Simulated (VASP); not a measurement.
# Fe (Im-3m) in VASP: single point with revPBE

Aim: the single point of Fe with revPBE.

Everything below comes from runs of VASP 6.6.1. Logs are shortened: lines on timing, memory, paths and dates and some standing lists are left out, and cuts for length are marked.

## Step 1: The cell of the first run

The structure is cubic, space group Im-3m (No. 229). Conventional cell: a = 2.886 Å, b = 2.886 Å, c = 2.886 Å, α = 90.00°, β = 90.00°, γ = 90.00°. Within 3.3 Å of Fe (site symmetry m-3m) lie 14 Fe at 2.50 to 2.89 Å.

## Step 2: Single point, revPBE, collinear spin, ferromagnetic start

Contents of INCAR:

```
SYSTEM = Fe
PREC = Accurate ; ENCUT = 520
EDIFF = 1E-6 ; ISMEAR = 1
SIGMA = 0.1 ; LREAL = .FALSE.
LASPH = .TRUE. ; NELM = 150
ALGO = Normal ; ISIF = 2
LWAVE = .FALSE. ; LCHARG = .FALSE.
ISPIN = 2 ; MAGMOM = 3.5
LORBIT = 11 ; LMAXMIX = 4
GGA = RE ; NBANDS = 14
```

Contents of KPOINTS:

```
regular mesh
0
G
  11 11 11
  0 0 0
```

Contents of POSCAR:

```
Fe
1.0
   -1.4430000000      1.4430000000      1.4430000000
    1.4430000000     -1.4430000000      1.4430000000
    1.4430000000      1.4430000000     -1.4430000000
Fe
1
Direct
    0.0000000000      0.0000000000      0.0000000000
```

Potentials or basis: VASP PAW PBE potentials, release 64 (Fe).

On the command line:

```console
cat potpaw_PBE.64/Fe/POTCAR > POTCAR
mpirun -np 1 vasp_std > vasp.out
```

OUTCAR:

```text
SYSTEM = Fe
   PREC = Accurate
   ENCUT = 520
   EDIFF = 1E-6
   ISMEAR = 1
   LREAL = .FALSE.
   LASPH = .TRUE.
   NELM = 150
   ISIF = 2
   ISPIN = 2
   LORBIT = 11
   GGA = RE

 ion  position               nearest neighbor table
   1  0.000  0.000  0.000-

  LATTYP: Found a body centered cubic cell.
 ALAT       =     2.8860000000

  Lattice vectors:

 A1 = (  -1.4430000000,   1.4430000000,   1.4430000000)
 A2 = (   1.4430000000,  -1.4430000000,   1.4430000000)
 A3 = (   1.4430000000,   1.4430000000,  -1.4430000000)

Analysis of symmetry for initial positions (statically):
=====================================================================
 Subroutine PRICEL returns:
 Original cell was already a primitive cell.

 Routine SETGRP: Setting up the symmetry group for a
 body centered cubic supercell.

 Subroutine GETGRP returns: Found 48 space group operations
 (whereof 48 operations were pure point group operations)
 out of a pool of 48 trial point group operations.

The static configuration has the point symmetry O_h .

Analysis of symmetry for dynamics (positions and initial velocities):
=====================================================================
 Subroutine PRICEL returns:
 Original cell was already a primitive cell.

 Routine SETGRP: Setting up the symmetry group for a
 body centered cubic supercell.

 Subroutine GETGRP returns: Found 48 space group operations
 (whereof 48 operations were pure point group operations)
 out of a pool of 48 trial point group operations.

The dynamic configuration has the point symmetry O_h .

Analysis of structural, dynamic, and magnetic symmetry:
=====================================================================
 Subroutine PRICEL returns:
 Original cell was already a primitive cell.

 Routine SETGRP: Setting up the symmetry group for a
 body centered cubic supercell.

 Subroutine GETGRP returns: Found 48 space group operations
 (whereof 48 operations were pure point group operations)
 out of a pool of 48 trial point group operations.

The overall configuration has the point symmetry O_h .

 Subroutine INISYM returns: Found 48 space group operations
 (whereof 48 operations are pure point group operations),
 and found     1 'primitive' translations

----------------------------------------------------------------------------------------

                                     Primitive cell

  volume of cell :      12.0187

  direct lattice vectors                    reciprocal lattice vectors
    -1.443000000  1.443000000  1.443000000     0.000000000  0.346500347  0.346500347
     1.443000000 -1.443000000  1.443000000     0.346500347  0.000000000  0.346500347
     1.443000000  1.443000000 -1.443000000     0.346500347  0.346500347  0.000000000

  length of vectors
     2.499349315  2.499349315  2.499349315     0.490025489  0.490025489  0.490025489

  position of ions in fractional coordinates (direct lattice)
     0.000000000  0.000000000  0.000000000

  ion indices of the primitive-cell ions
   primitive index   ion index
                 1           1

----------------------------------------------------------------------------------------

 KPOINTS: regular mesh

Automatic generation of k-mesh.
 Grid dimensions read from file:
 generate k-points for:   11   11   11

 Generating k-lattice:

  Cartesian coordinates                     Fractional coordinates (reciprocal lattice)
     0.000000000  0.031500032  0.031500032     0.090909091  0.000000000  0.000000000
     0.031500032  0.000000000  0.031500032     0.000000000  0.090909091  0.000000000
     0.031500032  0.031500032  0.000000000     0.000000000  0.000000000  0.090909091

  Length of vectors
     0.044547772  0.044547772  0.044547772

  Shift w.r.t. Gamma in fractional coordinates (k-lattice)
     0.000000000  0.000000000  0.000000000

 Subroutine IBZKPT returns following result:
 ===========================================

 Found     56 irreducible k-points:

 Following reciprocal coordinates:
            Coordinates               Weight
  0.000000  0.000000  0.000000      1.000000
  0.090909  0.000000  0.000000     12.000000
  0.181818  0.000000  0.000000     12.000000
  0.272727  0.000000  0.000000     12.000000
  0.363636  0.000000  0.000000     12.000000
  0.454545  0.000000  0.000000     12.000000
[... 16 lines left out ...]
  0.272727  0.181818  0.090909     48.000000
  0.363636  0.181818  0.090909     24.000000
 [... further k-points ...]
   k-points           NKPTS =     56   k-points in BZ     NKDIM =     56   number of bands    NBANDS=     14
   number of dos      NEDOS =    301   number of ions     NIONS =      1
   total plane-waves  NPLWV =   8000
   dimension x,y,z NGX =    20 NGY =   20 NGZ =   20
   dimension x,y,z NGXF=    40 NGYF=   40 NGZF=   40
   ions per type =               1
   NGX,Y,Z   is equivalent  to a cutoff of  13.30, 13.30, 13.30 a.u.
   NGXF,Y,Z  is equivalent  to a cutoff of  26.61, 26.61, 26.61 a.u.
 SYSTEM =  Fe
   PREC   = accura    normal or accurate (medium, high low for compatibility)
   ISTART =      0    job   : 0-new  1-cont  2-samecut
   ICHARG =      2    charge: 1-file 2-atom 10-const
   ISPIN  =      2    spin polarized calculation?
   LNONCOLLINEAR =      F non collinear calculations
   LSORBIT =      F    spin-orbit coupling
   LASPH  =      T    aspherical Exc in radial PAW
   ENCUT  =  520.0 eV  38.22 Ry    6.18 a.u.   4.65  4.65  4.65*2*pi/ulx,y,z
   NELM   =    150;   NELMIN=  2; NELMDL= -5     # of ELM steps
   EDIFF  = 0.1E-05   stopping-criterion for ELM
   LREAL  =      F    real-space projection
   EDIFFG = 0.1E-04   stopping-criterion for IOM
   NSW    =      0    number of steps for IOM
   IBRION =     -1    ionic relax: 0-MD 1-quasi-New 2-CG
   NFREE  =      0    steps in history (QN), initial steepest desc. (CG)
   ISIF   =      2    stress and relaxation
   ISYM   =      2    0-nonsym 1-usesym 2-fastsym
   POTIM  = 0.5000    time-step for ionic-motion
   TEBEG  =    0.0;   TEEND  =   0.0 temperature during run
   PSTRESS=    0.0 pullay stress
   NELECT =       8.0000    total number of electrons
   NUPDOWN=      -1.0000    fix difference up-down
   EMIN   =  10.00;   EMAX   =-10.00  energy-range for DOS
   EFERMI =   0.00;   METHOD = LEGACY
   ISMEAR =     1;   SIGMA  =   0.10  broadening in eV -4-tet -1-fermi 0-gaus
   EFERMI_NEDOS =   21; number of points for ismear=-14 and -15
   IALGO  =     38    algorithm
   IMIX   =      4    mixing-type and parameters
     AMIX     =   0.40;   BMIX     =  1.00
     AMIX_MAG =   1.60;   BMIX_MAG =  1.00
  volume/ion in A,a.u.               =      12.02        81.11
  Fermi-wavevector in a.u.,A,eV,Ry     =   1.429394  2.701162 27.798962  2.043166
  Thomas-Fermi vector in A             =   2.549352
   LORBIT       =     11    0 simple, 1 ext, 2 COOP (PROOUT), +10 PAW based schemes
   GGA     = RE    functional components
   LHFCALC =     F    Hartree Fock is set to
   AEXX    =    0.0000 exact exchange contribution
   IVDW    =     0    specifies the selected vdW correction
   LEPSILON=     F    determine dielectric tensor
   LRPA    =     F    only Hartree local field effects (RPA)
 spin polarized calculation
 Methfessel and Paxton  Order N= 1 SIGMA  =   0.10
  energy-cutoff  :      520.00
  volume of cell :       12.02
 maximum number of plane-waves:       335
   NGX =  9   NGY =  9   NGZ =  9

 number of electron       7.9999995 magnetization       2.2841785

 Free energy of the ion-electron system (eV)
  ---------------------------------------------------
  ext. energy  EPLUGINS =         0.00000000
  ---------------------------------------------------
  free energy    TOTEN  =        -7.85135823 eV

  energy without entropy =       -7.85217413  energy(sigma->0) =       -7.85163020

 E-fermi :   5.2637     XC(G=0): -12.7319

 val. band max:        5.2403545708   @ k =  -0.2727   0.3636   0.1818
 cond. band min:       5.2773211902   @ k =  -0.4545  -0.4545   0.2727
 fundamental gap:      0.0369666195
 Fermi energy:         5.2637141365

 spin component 1

 k-point     1 :       0.0000    0.0000    0.0000
  band No.  band energies     occupation
      1      -2.7255      1.00000
      2       3.1266      1.00000
      3       3.1266      1.00000
      4       3.1266      1.00000
      5       4.2247      1.00000
      6       4.2247      1.00000
      7      29.8248      0.00000
      8      29.8248      0.00000
      9      29.8248      0.00000
     10      34.5594      0.00000
     11      34.5594      0.00000
     12      36.5816      0.00000
     13      36.5816      0.00000
     14      36.5816      0.00000
[... 375 lines left out ...]
 k-point    24 :       0.3636    0.1818    0.0909
  band No.  band energies     occupation
      1       1.5688      1.00000
      2       2.1079      1.00000
      3       3.1799      1.00000
      4       4.3694      1.00000
      5       4.4540      1.00000
      6       9.6668      0.00000
      7      12.5688      0.00000
      8      17.2885      0.00000
      9      20.3226      0.00000
     10      34.1711      0.00000
     11      38.7356      0.00000
     12      39.2905      0.00000
     13      44.8204      0.00000
     14      44.9036      0.00000

 [... further k-points ...]

 spin component 2

 k-point     1 :       0.0000    0.0000    0.0000
  band No.  band energies     occupation
      1      -2.6085      1.00000
      2       5.1730      1.01253
      3       5.1732      1.01229
      4       5.1732      1.01227
      5       7.1139     -0.00000
      6       7.1140     -0.00000
      7      29.4749      0.00000
      8      29.4749      0.00000
      9      29.4749      0.00000
     10      34.6679      0.00000
     11      34.6679      0.00000
     12      37.2038      0.00000
     13      37.2038      0.00000
     14      37.2038      0.00000
[... 375 lines left out ...]
 k-point    24 :       0.3636    0.1818    0.0909
  band No.  band energies     occupation
      1       3.0054      1.00000
      2       3.8000      1.00000
      3       4.4604      1.00000
      4       7.1608     -0.00000
      5       7.3626      0.00000
      6      10.8285      0.00000
      7      13.7623      0.00000
      8      17.9274      0.00000
      9      20.8784      0.00000
     10      34.1609      0.00000
     11      38.7046      0.00000
     12      39.7229      0.00000
     13      44.7562      0.00000
     14      45.5903      0.00000

 [... further k-points ...]

------------------------ aborting loop because EDIFF is reached ----------------------------------------

  FORCE on cell =-STRESS in cart. coord.  units (eV):
  Direction    XX          YY          ZZ          XY          YZ          ZX
  --------------------------------------------------------------------------------------
  -------------------------------------------------------------------------------------
  Total       -0.4281051     -0.4281051     -0.4281051      0.0000000      0.0000000     -0.0000000
  in kB      -57.0692249    -57.0692249    -57.0692249      0.0000000      0.0000000     -0.0000000
  external PRESSURE =     -57.0692249 kB  Pullay stress =       0.0000000 kB

 VOLUME and BASIS-vectors are now :
 -----------------------------------------------------------------------------
  energy-cutoff  :      520.00
  volume of cell :       12.02
      direct lattice vectors                 reciprocal lattice vectors
    -1.443000000  1.443000000  1.443000000     0.000000000  0.346500347  0.346500347
     1.443000000 -1.443000000  1.443000000     0.346500347  0.000000000  0.346500347
     1.443000000  1.443000000 -1.443000000     0.346500347  0.346500347  0.000000000

 POSITION                                       TOTAL-FORCE (eV/Angst)
 -----------------------------------------------------------------------------------
      0.00000      0.00000      0.00000         0.000000      0.000000      0.000000
 -----------------------------------------------------------------------------------
    total drift:                                0.000000     -0.000000     -0.000000

  FREE ENERGIE OF THE ION-ELECTRON SYSTEM (eV)
  ---------------------------------------------------
  free  energy   TOTEN  =        -7.8513582335 eV

  energy  without entropy=       -7.8521741332  energy(sigma->0) =       -7.85163020

 total charge

# of ion       s       p       d       tot
------------------------------------------
    1        0.464   0.491   6.198   7.153

 magnetization (x)

# of ion       s       p       d       tot
------------------------------------------
    1       -0.015  -0.058   2.367   2.295
```

Wall time 18 s (1 thread of AMD EPYC 7R13 (Zen 3), shared host); peak memory 0.11 GiB.

What came out:

- Free energy: -7.8514 eV
- Pressure: -5.7 GPa
- Net moment: 2.28 μB per cell
- Site moments: Fe +2.29 μB
- Valence electrons inside the program's atomic spheres: Fe 7.15

Caveat: the PAW data sets were made with another functional, which shifts forces and pressure a little.
